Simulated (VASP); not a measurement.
# Rh (P6_3/mmc) in VASP: a series of runs, part 2 of 2

VASP 6.6.1.

## (3) Single point, PBE

This run uses another cell than the first one, of 13.89 Å³/atom, 1.028 times its volume.

Contents of INCAR:

```
SYSTEM = Rh
  ALGO = Fast
  EDIFF = 1E-7
  ENCUT = 520
  GGA = PE
  ISIF = 2
  ISMEAR = 0
  LASPH = .TRUE.
  LCHARG = .TRUE.
  LELF = .TRUE.
  LREAL = .FALSE.
  LVHAR = .TRUE.
  LWAVE = .FALSE.
  NBANDS = 22
  NELM = 60
  PREC = Accurate
  SIGMA = 0.1
```

Contents of KPOINTS:

```
k-points
0
G
  18 18 10
  0 0 0
```

Contents of POSCAR:

```
Rh
1.0
    2.7108558571      0.0000000000      0.0000000000
   -1.3554279286      2.3476700383      0.0000000000
    0.0000000000      0.0000000000      4.3644859701
Rh
2
Direct
    0.6666666667      0.3333333333      0.7500000000
    0.3333333333      0.6666666667      0.2500000000
```

Potentials or basis: VASP PAW PBE potentials, release 64 (Rh_pv).

The run is started by

```
> cat potpaw_PBE.64/Rh_pv/POTCAR > POTCAR
> mpirun -np 1 vasp_std > vasp.out
```

OUTCAR:

```text
SYSTEM = Rh
   EDIFF = 1E-7
   ENCUT = 520
   GGA = PE
   ISIF = 2
   ISMEAR = 0
   LASPH = .TRUE.
   LREAL = .FALSE.
   NELM = 60
   PREC = Accurate

 ion  position               nearest neighbor table
   1  0.667  0.333  0.750-   2 2.69   2 2.69   2 2.69   2 2.69   2 2.69   2 2.69
   2  0.333  0.667  0.250-   1 2.69   1 2.69   1 2.69   1 2.69   1 2.69   1 2.69

  LATTYP: Found a hexagonal cell.
 ALAT       =     2.7108558571
 C/A-ratio  =     1.6100029659

  Lattice vectors:

 A1 = (   2.7108558571,   0.0000000000,   0.0000000000)
 A2 = (  -1.3554279286,   2.3476700383,   0.0000000000)
 A3 = (   0.0000000000,   0.0000000000,   4.3644859701)

Analysis of symmetry for initial positions (statically):
=====================================================================
 Subroutine PRICEL returns:
 Original cell was already a primitive cell.

 Routine SETGRP: Setting up the symmetry group for a
 hexagonal supercell.

 Subroutine GETGRP returns: Found 24 space group operations
 (whereof 12 operations were pure point group operations)
 out of a pool of 24 trial point group operations.

The static configuration has the point symmetry D_3d.
 The point group associated with its full space group is D_6h.

Analysis of symmetry for dynamics (positions and initial velocities):
=====================================================================
 Subroutine PRICEL returns:
 Original cell was already a primitive cell.

 Routine SETGRP: Setting up the symmetry group for a
 hexagonal supercell.

 Subroutine GETGRP returns: Found 24 space group operations
 (whereof 12 operations were pure point group operations)
 out of a pool of 24 trial point group operations.

The dynamic configuration has the point symmetry D_3d.
 The point group associated with its full space group is D_6h.

 Subroutine INISYM returns: Found 24 space group operations
 (whereof 12 operations are pure point group operations),
 and found     1 'primitive' translations

----------------------------------------------------------------------------------------

                                     Primitive cell

  volume of cell :      27.7764

  direct lattice vectors                    reciprocal lattice vectors
     2.710855857  0.000000000  0.000000000     0.368887190  0.212977119  0.000000000
    -1.355427929  2.347670038  0.000000000     0.000000000  0.425954237  0.000000000
     0.000000000  0.000000000  4.364485970     0.000000000  0.000000000  0.229122056

  length of vectors
     2.710855857  2.710855857  4.364485970     0.425954237  0.425954237  0.229122056

  position of ions in fractional coordinates (direct lattice)
     0.666666667  0.333333333  0.750000000
     0.333333333  0.666666667  0.250000000

  ion indices of the primitive-cell ions
   primitive index   ion index
                 1           1
                 2           2

----------------------------------------------------------------------------------------

 KPOINTS: k-points

Automatic generation of k-mesh.
 Grid dimensions read from file:
 generate k-points for:   18   18   10

 Generating k-lattice:

  Cartesian coordinates                     Fractional coordinates (reciprocal lattice)
     0.020493733  0.011832062  0.000000000     0.055555556 -0.000000000  0.000000000
     0.000000000  0.023664124  0.000000000     0.000000000  0.055555556  0.000000000
     0.000000000  0.000000000  0.022912206     0.000000000  0.000000000  0.100000000

  Length of vectors
     0.023664124  0.023664124  0.022912206

  Shift w.r.t. Gamma in fractional coordinates (k-lattice)
     0.000000000  0.000000000  0.000000000

 Subroutine IBZKPT returns following result:
 ===========================================

 Found    222 irreducible k-points:

 Following reciprocal coordinates:
            Coordinates               Weight
  0.000000  0.000000  0.000000      1.000000
  0.055556  0.000000  0.000000      6.000000
  0.111111  0.000000  0.000000      6.000000
  0.166667  0.000000  0.000000      6.000000
  0.222222  0.000000  0.000000      6.000000
  0.277778  0.000000  0.000000      6.000000
[... 16 lines left out ...]
  0.333333  0.111111  0.000000     12.000000
  0.388889  0.111111  0.000000     12.000000
 [... further k-points ...]
   k-points           NKPTS =    222   k-points in BZ     NKDIM =    222   number of bands    NBANDS=     22
   number of dos      NEDOS =    301   number of ions     NIONS =      2
   total plane-waves  NPLWV =  12800
   dimension x,y,z NGX =    20 NGY =   20 NGZ =   32
   dimension x,y,z NGXF=    40 NGYF=   40 NGZF=   64
   ions per type =               2
   NGX,Y,Z   is equivalent  to a cutoff of  12.27, 12.27, 12.19 a.u.
   NGXF,Y,Z  is equivalent  to a cutoff of  24.53, 24.53, 24.38 a.u.
 SYSTEM =  Rh
   PREC   = accura    normal or accurate (medium, high low for compatibility)
   ISTART =      0    job   : 0-new  1-cont  2-samecut
   ICHARG =      2    charge: 1-file 2-atom 10-const
   ISPIN  =      1    spin polarized calculation?
   LNONCOLLINEAR =      F non collinear calculations
   LSORBIT =      F    spin-orbit coupling
   LASPH  =      T    aspherical Exc in radial PAW
   ENCUT  =  520.0 eV  38.22 Ry    6.18 a.u.   5.04  5.04  8.12*2*pi/ulx,y,z
   NELM   =     60;   NELMIN=  2; NELMDL= -5     # of ELM steps
   EDIFF  = 0.1E-06   stopping-criterion for ELM
   LREAL  =      F    real-space projection
   EDIFFG = 0.1E-05   stopping-criterion for IOM
   NSW    =      0    number of steps for IOM
   IBRION =     -1    ionic relax: 0-MD 1-quasi-New 2-CG
   NFREE  =      0    steps in history (QN), initial steepest desc. (CG)
   ISIF   =      2    stress and relaxation
   ISYM   =      2    0-nonsym 1-usesym 2-fastsym
   POTIM  = 0.5000    time-step for ionic-motion
   TEBEG  =    0.0;   TEEND  =   0.0 temperature during run
   PSTRESS=    0.0 pullay stress
   NELECT =      30.0000    total number of electrons
   NUPDOWN=      -1.0000    fix difference up-down
   EMIN   =  10.00;   EMAX   =-10.00  energy-range for DOS
   EFERMI =   0.00;   METHOD = LEGACY
   ISMEAR =     0;   SIGMA  =   0.10  broadening in eV -4-tet -1-fermi 0-gaus
   EFERMI_NEDOS =   21; number of points for ismear=-14 and -15
   IALGO  =     68    algorithm
   IMIX   =      4    mixing-type and parameters
     AMIX     =   0.40;   BMIX     =  1.00
     AMIX_MAG =   1.60;   BMIX_MAG =  1.00
  volume/ion in A,a.u.               =      13.89        93.72
  Fermi-wavevector in a.u.,A,eV,Ry     =   1.679666  3.174109 38.385838  2.821279
  Thomas-Fermi vector in A             =   2.763538
   LORBIT       =      0    0 simple, 1 ext, 2 COOP (PROOUT), +10 PAW based schemes
   GGA     = PE    functional components
   LHFCALC =     F    Hartree Fock is set to
   AEXX    =    0.0000 exact exchange contribution
   IVDW    =     0    specifies the selected vdW correction
   LEPSILON=     F    determine dielectric tensor
   LRPA    =     F    only Hartree local field effects (RPA)
 non-spin polarized calculation
 RMM-DIIS sequential band-by-band and
 Gauss-broadening in eV      SIGMA  =   0.10
  energy-cutoff  :      520.00
  volume of cell :       27.78
 maximum number of plane-waves:       772
   NGX = 11   NGY = 11   NGZ = 17

 number of electron      30.0000016 magnetization

 Free energy of the ion-electron system (eV)
  ---------------------------------------------------
  ext. energy  EPLUGINS =         0.00000000
  ---------------------------------------------------
  free energy    TOTEN  =       -14.44534062 eV

  energy without entropy =      -14.42894407  energy(sigma->0) =      -14.43714234

 E-fermi :  11.8218     XC(G=0): -13.9653

 val. band max:       11.8216569058   @ k =   0.3333   0.3333   0.1000
 cond. band min:      11.8218449754   @ k =   0.2222   0.0556   0.4000
 fundamental gap:      0.0001880697
 Fermi energy:        11.8217885641

 k-point     1 :       0.0000    0.0000    0.0000
  band No.  band energies     occupation
      1     -35.3700      2.00000
      2     -34.7253      2.00000
      3     -34.7253      2.00000
      4     -34.6381      2.00000
      5     -34.6189      2.00000
      6     -34.6189      2.00000
[... 14 lines left out ...]
     21      29.9950      0.00000
     22      30.5519      0.00000

 k-point     2 :       0.0556    0.0000    0.0000
  band No.  band energies     occupation
      1     -35.3631      2.00000
      2     -34.7408      2.00000
      3     -34.7304      2.00000
      4     -34.6411      2.00000
      5     -34.6352      2.00000
      6     -34.6214      2.00000
[... 542 lines left out ...]
 k-point    24 :       0.3889    0.1111    0.0000
  band No.  band energies     occupation
      1     -35.2104      2.00000
      2     -35.0992      2.00000
      3     -35.0573      2.00000
      4     -34.9094      2.00000
      5     -34.8177      2.00000
      6     -34.7462      2.00000
[... 14 lines left out ...]
     21      23.6269      0.00000
     22      26.5431      0.00000

 [... further k-points ...]
[... 5 lines left out ...]
  --------------------------------------------------------------------------------------
  -------------------------------------------------------------------------------------
  Total        0.6971781      0.6971781      0.6990290     -0.0000000      0.0000000      0.0000000
  in kB       40.2140401     40.2140401     40.3208069     -0.0000000      0.0000000      0.0000000
  external PRESSURE =      40.2496290 kB  Pullay stress =       0.0000000 kB

 VOLUME and BASIS-vectors are now :
 -----------------------------------------------------------------------------
  energy-cutoff  :      520.00
  volume of cell :       27.78
      direct lattice vectors                 reciprocal lattice vectors
     2.710855857  0.000000000  0.000000000     0.368887190  0.212977119  0.000000000
    -1.355427929  2.347670038  0.000000000     0.000000000  0.425954237  0.000000000
     0.000000000  0.000000000  4.364485970     0.000000000  0.000000000  0.229122056

 POSITION                                       TOTAL-FORCE (eV/Angst)
 -----------------------------------------------------------------------------------
      1.35543      0.78256      3.27336        -0.000000     -0.000000      0.000000
     -0.00000      1.56511      1.09112         0.000000      0.000000      0.000000
 -----------------------------------------------------------------------------------
    total drift:                                0.000000     -0.000000      0.000000

  FREE ENERGIE OF THE ION-ELECTRON SYSTEM (eV)
  ---------------------------------------------------
  free  energy   TOTEN  =       -14.4453406196 eV

  energy  without entropy=      -14.4289440691  energy(sigma->0) =      -14.43714234
```

OSZICAR:

```text
N       E                     dE             d eps       ncg     rms          rms(c)
DAV:   1     0.327031483330E+03    0.32703E+03   -0.19024E+04  9792   0.159E+03
DAV:   2    -0.824320277796E+01   -0.33527E+03   -0.32335E+03 10158   0.475E+02
DAV:   3    -0.153695805480E+02   -0.71264E+01   -0.70861E+01 11472   0.779E+01
DAV:   4    -0.154169458713E+02   -0.47365E-01   -0.47360E-01 10978   0.639E+00
DAV:   5    -0.154176923120E+02   -0.74644E-03   -0.74643E-03 11508   0.830E-01    0.142E+01
RMM:   6    -0.144803576436E+02    0.93733E+00   -0.21090E+00 10042   0.124E+01    0.508E+00
RMM:   7    -0.144513155200E+02    0.29042E-01   -0.10206E-01 10313   0.261E+00    0.219E+00
RMM:   8    -0.144462164120E+02    0.50991E-02   -0.19431E-02 10683   0.134E+00    0.417E-01
RMM:   9    -0.144453189107E+02    0.89750E-03   -0.23368E-03 11310   0.451E-01    0.175E-02
RMM:  10    -0.144453422717E+02   -0.23361E-04   -0.23200E-04 11467   0.156E-01    0.156E-02
RMM:  11    -0.144453422783E+02   -0.66229E-08   -0.21621E-05 11828   0.474E-02    0.668E-03
RMM:  12    -0.144453404529E+02    0.18255E-05   -0.47817E-06 12004   0.203E-02    0.176E-03
RMM:  13    -0.144453405904E+02   -0.13758E-06   -0.13643E-06 12272   0.102E-02    0.941E-04
RMM:  14    -0.144453406196E+02   -0.29146E-07   -0.25999E-07  7574   0.466E-03
   1 F= -.14445341E+02 E0= -.14437142E+02  d E =-.163966E-01
```

stdout:

```text
POSCAR found type information on POSCAR Rh
 POSCAR found :  1 types and       2 ions
 scaLAPACK will be used
 LDA part: xc-table for (Slater+PW92), standard interpolation
 POSCAR, INCAR and KPOINTS ok, starting setup
 FFT: planning ... GRIDC
 FFT: planning ... GRID_SOFT
 FFT: planning ... GRID
 WAVECAR not read
 entering main loop
```

It took 88 s on 1 thread of AMD EPYC 7R43 (Zen 3), shared host; peak memory 0.18 GiB.

What came out:

* Free energy: -14.4453 eV
* Pressure: 4.0 GPa
* Band gap on the k mesh: zero (band 15 reaches 12.44 eV, above the bottom of band 16 at 10.06 eV)

Levels at points of the mesh, in eV from the Fermi level:
```tsv
k point	band 13	band 14	band 15	band 16	band 17	band 18
(0.00, 0.00, 0.00)	-2.47	-1.93	-1.93	0.12	0.12	0.77
(0.50, 0.00, 0.00)	-2.15	0.39	0.62	0.70	2.98	5.07
(0.00, 0.00, 0.50)	-3.12	-3.12	-0.44	-0.44	-0.44	-0.44
(0.50, 0.00, 0.50)	-0.32	-0.32	0.58	0.58	2.65	2.65
```

## (4) Single point, PBE

This run uses another cell than the first one, of 14.04 Å³/atom, 1.039 times its volume.

Contents of INCAR:

```
PREC     = Accurate       # precision mode
ENCUT    = 520            # plane-wave cutoff, eV
EDIFF    = 1E-7           # SCF threshold, eV
ISMEAR   = 0              # smearing method
SIGMA    = 0.1            # smearing width, eV
LREAL    = False          # projectors in reciprocal space
LASPH    = True           # aspherical terms in the spheres
NELM     = 100            # most SCF steps
ALGO     = Fast           # electronic algorithm
ISIF     = 2              # what is computed and relaxed
LWAVE    = False          # write WAVECAR
LCHARG   = False          # write CHGCAR
GGA      = PE             # functional
NBANDS   = 22             # bands
```

Contents of KPOINTS:

```
Automatic mesh
0
Gamma
  18 18 10
```

Contents of POSCAR:

```
Rh
1.0
    2.7212960803      0.0000000000      0.0000000000
   -1.3606480402      2.3567115367      0.0000000000
    0.0000000000      0.0000000000      4.3794632647
Rh
2
Direct
    0.6666666667      0.3333333333      0.7500000000
    0.3333333333      0.6666666667      0.2500000000
```

The run is started by

```
> cat potpaw_PBE.64/Rh_pv/POTCAR > POTCAR
> mpirun -np 1 vasp_std > vasp.out
```

Wall time 2 min (1 thread of AMD EPYC 7R43 (Zen 3), shared host); peak memory 0.18 GiB.

Results (log left out):

- Free energy: -14.4504 eV
- Pressure: 1.0 GPa
- Band gap on the k mesh: zero (band 15 reaches 12.23 eV, above the bottom of band 16 at 9.89 eV)

Levels at points of the mesh, in eV from the Fermi level:
| k point | band 12 | band 13 | band 14 | band 15 | band 16 | band 17 | band 18 | band 19 |
| --- | --- | --- | --- | --- | --- | --- | --- | --- |
| (0.00, 0.00, 0.00) | -2.43 | -2.43 | -1.90 | -1.90 | 0.12 | 0.12 | 0.79 | 8.48 |
| (0.50, 0.00, 0.00) | -2.16 | -2.12 | 0.38 | 0.61 | 0.68 | 2.95 | 5.02 | 10.20 |
| (0.00, 0.00, 0.50) | -3.06 | -3.06 | -3.06 | -0.44 | -0.44 | -0.44 | -0.44 | 14.80 |
| (0.50, 0.00, 0.50) | -1.65 | -0.31 | -0.31 | 0.56 | 0.56 | 2.63 | 2.63 | 9.12 |

## (5) The runs side by side

| cell | further INCAR settings | gap on the mesh (eV) | pressure (GPa) |
| --- | --- | --- | --- |
| a = 2.686, b = 2.686, c = 4.327 Å, angles 90.0, 90.0, 120.0°, 2 atoms | ALGO = Fast; EDIFF = 1e-06; NBANDS = 22 | none | 12.0 |
| a = 2.711, b = 2.711, c = 4.364 Å, angles 90.0, 90.0, 120.0°, 2 atoms | ALGO = Fast; EDIFF = 1e-07; NBANDS = 22 | none | 4.0 |
| a = 2.721, b = 2.721, c = 4.379 Å, angles 90.0, 90.0, 120.0°, 2 atoms | ALGO = Fast; EDIFF = 1e-07; NBANDS = 22 | none | 1.0 |

Alike in all rows: task single point; level PBE; potentials or basis VASP PAW PBE potentials, release 64 (Rh_pv); no spin polarisation; k mesh 18 × 18 × 10; cutoff (eV) 520; smearing gaussian 0.1 eV.

Absolute energies hang on the potentials; compare differences alone.
